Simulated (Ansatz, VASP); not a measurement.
**One calculation of HO, two programs**

File POSCAR:

```
HO
1.0
   15.0000000000      0.0000000000      0.0000000000
    0.0000000000     15.5000000000      0.0000000000
    0.0000000000      0.0000000000     16.0000000000
O H
1 1
Direct
    0.4884648760      0.4990469909      0.4736083543
    0.5115351240      0.5009530091      0.5263916457
```

INCAR.step1

```
SYSTEM = HO
PREC = Accurate ; ENCUT = 580
ISMEAR = 0 ; SIGMA = 0.005
LREAL = .FALSE. ; LASPH = .TRUE.
NELM = 200 ; ISPIN = 2
MAGMOM = 1 0 ; ISYM = 0
GGA = PE ; ALGO = Normal
EDIFF = 1E-5 ; LWAVE = .TRUE.
LCHARG = .FALSE. ; GGA_COMPAT = .FALSE.
IBRION = 2 ; EDIFFG = -0.01
NELMIN = 4 ; NSW = 100
NELMDL = -8 ; NCORE = 4
```

INCAR.step2

```
SYSTEM = HO
PREC = Accurate ; ENCUT = 580
EDIFF = 1E-7 ; ISMEAR = 0
SIGMA = 0.005 ; LREAL = .FALSE.
LASPH = .TRUE. ; NELM = 200
ALGO = Normal ; ISIF = 2
LWAVE = .FALSE. ; LCHARG = .FALSE.
ISPIN = 2 ; MAGMOM = 1 0
LORBIT = 11 ; METAGGA = R2SCAN
LMIXTAU = .TRUE. ; IBRION = 2
NSW = 100 ; EDIFFG = -0.01
ISYM = 0 ; ISTART = 1
GGA_COMPAT = .FALSE. ; NELMIN = 4
NCORE = 4
```

KPOINTS

```
regular mesh
0
G
  1 1 1
  0 0 0
```

Input for Ansatz:

```yaml
crystal:
  lattice:
    - [15.0, 0.0, 0.0]
    - [0.0, 15.5, 0.0]
    - [0.0, 0.0, 16.0]
  atoms:
    - { symbol: O, position: [0.488464876, 0.4990469909, 0.4736083543], spin: 1.0 }
    - { symbol: H, position: [0.511535124, 0.5009530091, 0.5263916457] }
  symmetry: { detect: false }
basis:
  ecutwfc: 500
kpoints:
  mp_grid: { grid: [1, 1, 1] }
hamiltonian:
  xc: r2scan
scf:
  occupations: { method: gaussian, width: 0.005 }
output:
  forces: true
  eigenvalues: true
  populations: true
magnetization:
  spin_polarized: true
relax:
  adjacent_minimum: "off"
  f_tol: 0.01
  max_steps: 80
```

Alike in both runs: task relaxation of the atoms; functional r2SCAN; k mesh 1 × 1 × 1; occupations gaussian, width 0.005 eV; collinear spin.

|  | VASP | Ansatz |
| --- | --- | --- |
| version | VASP 6.6.1 | Ansatz 0.2.0 |
| potentials or method | VASP PAW PBE potentials, release 64 (O, H), cutoff 580 eV | scalar-relativistic, plane waves, PAW |
| valence electrons in the cell | 7 | 7 |

Ansatz gave:

* gap on the k mesh at the Fermi level, each at its own relaxed structure (eV): 2.32
* net moment per atom (μB): 0.50
* size of the moment on the site where the two differ most (μB): 0.33

**Question.** What did VASP give for the same quantities?

**Answer.** gap on the k mesh at the Fermi level, each at its own relaxed structure (eV): 2.37; net moment per atom (μB): 0.50; size of the moment on the site where the two differ most (μB): 0.78.

VASP's potentials were made for PBE, not for r2SCAN. Site moments also hang on the region over which each program counts them.
